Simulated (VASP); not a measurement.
# AlP in VASP: notebook, part 2 of 2

VASP 6.6.1. Earlier steps stand in the parts before.

**3. Relaxation of the atoms, PBE (20.70 Å³/atom)**

This run uses another cell than the first one, of 20.70 Å³/atom.

Contents of INCAR:

```
PREC = Accurate
ENCUT = 450
EDIFF = 1E-7
ISMEAR = -1
SIGMA = 0.02
LREAL = F
LASPH = T
NELM = 120
ALGO = Normal
ISIF = 2
LWAVE = F
LCHARG = F
GGA = PE
IBRION = 2
NSW = 80
EDIFFG = -0.02
GGA_COMPAT = F
NELMIN = 4
```

Contents of KPOINTS:

```
Automatic mesh
0
Gamma
  14 14 14
```

Contents of POSCAR:

```
AlP
1.0
    0.0000000000      2.7456619844      2.7456619844
    2.7456619844      0.0000000000      2.7456619844
    2.7456619844      2.7456619844      0.0000000000
Al P
1 1
Direct
    0.0000000000      0.0000000000      0.0000000000
    0.2500000000      0.2500000000      0.2500000000
```

Potentials or basis: VASP PAW PBE potentials, release 64 (Al, P).

Launch:

```console
$ cat potpaw_PBE.64/Al/POTCAR potpaw_PBE.64/P/POTCAR > POTCAR
$ mpirun -np 1 vasp_std > vasp.out
```

OUTCAR:

```text
PREC = Accurate
   ENCUT = 450
   EDIFF = 1E-7
   ISMEAR = -1
   LREAL = F
   LASPH = T
   NELM = 120
   ISIF = 2
   GGA = PE
   IBRION = 2
   NSW = 80
   EDIFFG = -0.02
   NELMIN = 4

 ion  position               nearest neighbor table
   1  0.000  0.000  0.000-   2 2.38   2 2.38   2 2.38   2 2.38
   2  0.250  0.250  0.250-   1 2.38   1 2.38   1 2.38   1 2.38

  LATTYP: Found a face centered cubic cell.
 ALAT       =     5.4913239688

  Lattice vectors:

 A1 = (   0.0000000000,   2.7456619844,   2.7456619844)
 A2 = (   2.7456619844,   0.0000000000,   2.7456619844)
 A3 = (   2.7456619844,   2.7456619844,   0.0000000000)

Analysis of symmetry for initial positions (statically):
=====================================================================
 Subroutine PRICEL returns:
 Original cell was already a primitive cell.

 Routine SETGRP: Setting up the symmetry group for a
 face centered cubic supercell.

 Subroutine GETGRP returns: Found 24 space group operations
 (whereof 24 operations were pure point group operations)
 out of a pool of 48 trial point group operations.

The static configuration has the point symmetry T_d .

Analysis of symmetry for dynamics (positions and initial velocities):
=====================================================================
 Subroutine PRICEL returns:
 Original cell was already a primitive cell.

 Routine SETGRP: Setting up the symmetry group for a
 face centered cubic supercell.

 Subroutine GETGRP returns: Found 24 space group operations
 (whereof 24 operations were pure point group operations)
 out of a pool of 48 trial point group operations.

The dynamic configuration has the point symmetry T_d .

 Subroutine INISYM returns: Found 24 space group operations
 (whereof 24 operations are pure point group operations),
 and found     1 'primitive' translations

----------------------------------------------------------------------------------------

                                     Primitive cell

  volume of cell :      41.3972

  direct lattice vectors                    reciprocal lattice vectors
     0.000000000  2.745661984  2.745661984    -0.182105446  0.182105446  0.182105446
     2.745661984  0.000000000  2.745661984     0.182105446 -0.182105446  0.182105446
     2.745661984  2.745661984  0.000000000     0.182105446  0.182105446 -0.182105446

  length of vectors
     3.882952416  3.882952416  3.882952416     0.315415885  0.315415885  0.315415885

  position of ions in fractional coordinates (direct lattice)
     0.000000000  0.000000000  0.000000000
     0.250000000  0.250000000  0.250000000

  ion indices of the primitive-cell ions
   primitive index   ion index
                 1           1
                 2           2

----------------------------------------------------------------------------------------

 KPOINTS: Automatic mesh

Automatic generation of k-mesh.
 Grid dimensions read from file:
 generate k-points for:   14   14   14

 Generating k-lattice:

  Cartesian coordinates                     Fractional coordinates (reciprocal lattice)
    -0.013007532  0.013007532  0.013007532     0.071428571  0.000000000  0.000000000
     0.013007532 -0.013007532  0.013007532     0.000000000  0.071428571  0.000000000
     0.013007532  0.013007532 -0.013007532     0.000000000  0.000000000  0.071428571

  Length of vectors
     0.022529706  0.022529706  0.022529706

  Shift w.r.t. Gamma in fractional coordinates (k-lattice)
     0.000000000  0.000000000  0.000000000

 Subroutine IBZKPT returns following result:
 ===========================================

 Found    104 irreducible k-points:

 Following reciprocal coordinates:
            Coordinates               Weight
  0.000000  0.000000  0.000000      1.000000
  0.071429  0.000000  0.000000      8.000000
  0.142857  0.000000  0.000000      8.000000
  0.214286  0.000000  0.000000      8.000000
  0.285714  0.000000  0.000000      8.000000
  0.357143  0.000000  0.000000      8.000000
[... 16 lines left out ...]
  0.214286  0.142857  0.000000     24.000000
  0.285714  0.142857  0.000000     24.000000
 [... further k-points ...]
   k-points           NKPTS =    104   k-points in BZ     NKDIM =    104   number of bands    NBANDS=      8
   number of dos      NEDOS =    301   number of ions     NIONS =      2
   total plane-waves  NPLWV =  21952
   dimension x,y,z NGX =    28 NGY =   28 NGZ =   28
   dimension x,y,z NGXF=    56 NGYF=   56 NGZF=   56
   ions per type =               1   1
   NGX,Y,Z   is equivalent  to a cutoff of  11.99, 11.99, 11.99 a.u.
   NGXF,Y,Z  is equivalent  to a cutoff of  23.98, 23.98, 23.98 a.u.
 SYSTEM =  unknown system
   PREC   = accura    normal or accurate (medium, high low for compatibility)
   ISTART =      0    job   : 0-new  1-cont  2-samecut
   ICHARG =      2    charge: 1-file 2-atom 10-const
   ISPIN  =      1    spin polarized calculation?
   LNONCOLLINEAR =      F non collinear calculations
   LSORBIT =      F    spin-orbit coupling
   LASPH  =      T    aspherical Exc in radial PAW
   ENCUT  =  450.0 eV  33.07 Ry    5.75 a.u.   6.72  6.72  6.72*2*pi/ulx,y,z
   NELM   =    120;   NELMIN=  4; NELMDL= -5     # of ELM steps
   EDIFF  = 0.1E-06   stopping-criterion for ELM
   LREAL  =      F    real-space projection
   EDIFFG = -.2E-01   stopping-criterion for IOM
   NSW    =     80    number of steps for IOM
   IBRION =      2    ionic relax: 0-MD 1-quasi-New 2-CG
   NFREE  =      1    steps in history (QN), initial steepest desc. (CG)
   ISIF   =      2    stress and relaxation
   ISYM   =      2    0-nonsym 1-usesym 2-fastsym
   POTIM  = 0.5000    time-step for ionic-motion
   TEBEG  =    0.0;   TEEND  =   0.0 temperature during run
   PSTRESS=    0.0 pullay stress
   NELECT =       8.0000    total number of electrons
   NUPDOWN=      -1.0000    fix difference up-down
   EMIN   =  10.00;   EMAX   =-10.00  energy-range for DOS
   EFERMI =   0.00;   METHOD = LEGACY
   ISMEAR =    -1;   SIGMA  =   0.02  broadening in eV -4-tet -1-fermi 0-gaus
   EFERMI_NEDOS =   21; number of points for ismear=-14 and -15
   IALGO  =     38    algorithm
   IMIX   =      4    mixing-type and parameters
     AMIX     =   0.40;   BMIX     =  1.00
     AMIX_MAG =   1.60;   BMIX_MAG =  1.00
  volume/ion in A,a.u.               =      20.70       139.68
  Fermi-wavevector in a.u.,A,eV,Ry     =   0.946487  1.788600 12.188598  0.895837
  Thomas-Fermi vector in A             =   2.074489
   LORBIT       =      0    0 simple, 1 ext, 2 COOP (PROOUT), +10 PAW based schemes
   GGA     = PE    functional components
   LHFCALC =     F    Hartree Fock is set to
   AEXX    =    0.0000 exact exchange contribution
   IVDW    =     0    specifies the selected vdW correction
   LEPSILON=     F    determine dielectric tensor
   LRPA    =     F    only Hartree local field effects (RPA)
 conjugate gradient relaxation of ions
 non-spin polarized calculation
  energy-cutoff  :      450.00
  volume of cell :       41.40
 maximum number of plane-waves:       934
   NGX = 13   NGY = 13   NGZ = 13

 number of electron       8.0000001 magnetization

 Free energy of the ion-electron system (eV)
  ---------------------------------------------------
  ext. energy  EPLUGINS =         0.00000000
  ---------------------------------------------------
  free energy    TOTEN  =       -10.37690519 eV

  energy without entropy =      -10.37690519  energy(sigma->0) =      -10.37690519

 E-fermi :   4.8383     XC(G=0):  -9.1426

 val. band max:        4.4238930793   @ k =   0.0000   0.0000   0.0000
 cond. band min:       6.0372512711   @ k =   0.5000   0.5000   0.0000
 fundamental gap:      1.6133581918
 Fermi energy:         4.8382616781

 k-point     1 :       0.0000    0.0000    0.0000
  band No.  band energies     occupation
      1      -6.9838      2.00000
      2       4.4239      2.00000
      3       4.4239      2.00000
      4       4.4239      2.00000
      5       7.5834      0.00000
      6       8.9618      0.00000
      7       8.9618      0.00000
      8       8.9618      0.00000
[... 243 lines left out ...]
 k-point    24 :       0.2857    0.1429    0.0000
  band No.  band energies     occupation
      1      -6.2113      2.00000
      2       1.3902      2.00000
      3       3.4401      2.00000
      4       3.4502      2.00000
      5       7.9948      0.00000
      6       9.2531      0.00000
      7      10.1229      0.00000
      8      10.5465      0.00000

 [... further k-points ...]

------------------------ aborting loop because EDIFF is reached ----------------------------------------

  FORCE on cell =-STRESS in cart. coord.  units (eV):
  Direction    XX          YY          ZZ          XY          YZ          ZX
  --------------------------------------------------------------------------------------
  -------------------------------------------------------------------------------------
  Total        0.1694554      0.1694554      0.1694554      0.0000000     -0.0000000     -0.0000000
  in kB        6.5583549      6.5583549      6.5583549      0.0000000     -0.0000000     -0.0000000
  external PRESSURE =       6.5583549 kB  Pullay stress =       0.0000000 kB

 VOLUME and BASIS-vectors are now :
 -----------------------------------------------------------------------------
  energy-cutoff  :      450.00
  volume of cell :       41.40
      direct lattice vectors                 reciprocal lattice vectors
     0.000000000  2.745661984  2.745661984    -0.182105446  0.182105446  0.182105446
     2.745661984  0.000000000  2.745661984     0.182105446 -0.182105446  0.182105446
     2.745661984  2.745661984  0.000000000     0.182105446  0.182105446 -0.182105446

 POSITION                                       TOTAL-FORCE (eV/Angst)
 -----------------------------------------------------------------------------------
      0.00000      0.00000      0.00000        -0.000000      0.000000      0.000000
      1.37283      1.37283      1.37283         0.000000     -0.000000     -0.000000
 -----------------------------------------------------------------------------------
    total drift:                               -0.000000     -0.000000     -0.000000

  FREE ENERGIE OF THE ION-ELECTRON SYSTEM (eV)
  ---------------------------------------------------
  free  energy   TOTEN  =       -10.3769051896 eV

  energy  without entropy=      -10.3769051896  energy(sigma->0) =      -10.37690519

 reached required accuracy - stopping structural energy minimisation
```

Run time: 18 s. Hardware: 1 thread of Oxide Virtual Turin-like, shared host; peak memory 0.13 GiB.

Results:

```
Free energy             : -10.3769 eV
Pressure after relaxing : 0.7 GPa
Band gap on the k mesh  : 1.61 eV (least direct gap 3.16 eV)
```

Final structure:
```
Al P
1.0
     0.00000    2.74566    2.74566
     2.74566    0.00000    2.74566
     2.74566    2.74566    0.00000
Al P
1 1
Direct
  0.00000 0.00000 0.00000
  0.25000 0.25000 0.25000
```

Caveat: the relaxation stopped at its first step, so nothing moved.

**4. Relaxation of the atoms, PBE (21.10 Å³/atom)**

This run uses another cell than the first one, of 21.10 Å³/atom.

Contents of INCAR:

```
SYSTEM = AlP
PREC = Accurate ; ENCUT = 450
EDIFF = 1E-7 ; ISMEAR = -1
SIGMA = 0.02 ; LREAL = .False.
LASPH = .True. ; NELM = 120
ALGO = Normal ; ISIF = 2
LWAVE = .False. ; LCHARG = .False.
GGA = PE ; IBRION = 2
NSW = 80 ; EDIFFG = -0.02
GGA_COMPAT = .False. ; NELMIN = 4
```

Contents of KPOINTS:

```
regular mesh
0
Gamma
  14 14 14
  0 0 0
```

Contents of POSCAR:

```
AlP
1.0
    0.0000000000      2.7631507488      2.7631507488
    2.7631507488      0.0000000000      2.7631507488
    2.7631507488      2.7631507488      0.0000000000
Al P
1 1
Direct
    0.0000000000      0.0000000000      0.0000000000
    0.2500000000      0.2500000000      0.2500000000
```

Launch:

```console
$ cat potpaw_PBE.64/Al/POTCAR potpaw_PBE.64/P/POTCAR > POTCAR
$ mpirun -np 1 vasp_std > vasp.out
```

Run time: 19 s. Hardware: 1 thread of Oxide Virtual Turin-like, shared host; peak memory 0.13 GiB.

The run converged. Its results:

| Quantity | Value |
| --- | --- |
| Free energy | -10.3763 eV |
| Pressure after relaxing | -0.9 GPa |
| Band gap on the k mesh | 1.65 eV (least direct gap 3.00 eV) |

Final structure:
```yaml
crystal:
  lattice:
    - [0.00000, 2.76315, 2.76315]
    - [2.76315, 0.00000, 2.76315]
    - [2.76315, 2.76315, 0.00000]
  atoms:
    - { symbol: Al, position: [0.00000, 0.00000, 0.00000] }
    - { symbol: P, position: [0.25000, 0.25000, 0.25000] }
```

Levels at points of the mesh, in eV from the valence-band top:
```tsv
k point	band 2	band 3	band 4	band 5	band 6	band 7
(0.00, 0.00, 0.00)	0.00	0.00	0.00	3.00	4.51	4.51
(0.50, 0.00, 0.00)	-5.37	-0.74	-0.74	2.68	4.81	4.81
(0.50, 0.50, 0.00)	-5.19	-2.03	-2.03	1.65	2.48	10.76
```

Caveat: the relaxation stopped at its first step, so nothing moved. A k mesh can miss the band edges.

**5. Summary**

| cell | gap on the mesh (eV) | pressure (GPa) |
| --- | --- | --- |
| atoms relaxed from a = 3.871, b = 3.871, c = 3.833 Å, angles 60.3, 60.3, 59.3°, 2 atoms | 1.51 | 2.4 |
| atoms relaxed from a = 3.883 Å, angles 60.0°, 2 atoms | 1.61 | 0.7 |
| atoms relaxed from a = 3.908 Å, angles 60.0°, 2 atoms | 1.65 | -0.9 |

Alike in all rows: task relaxation of the atoms; level PBE; potentials or basis VASP PAW PBE potentials, release 64 (Al, P); no spin polarisation; k mesh 14 × 14 × 14; cutoff (eV) 450; smearing fermi-dirac 0.02 eV.

Caveats: the relaxation stopped at its first step, so nothing moved (at least some runs).

Absolute energies hang on the potentials; compare differences alone.
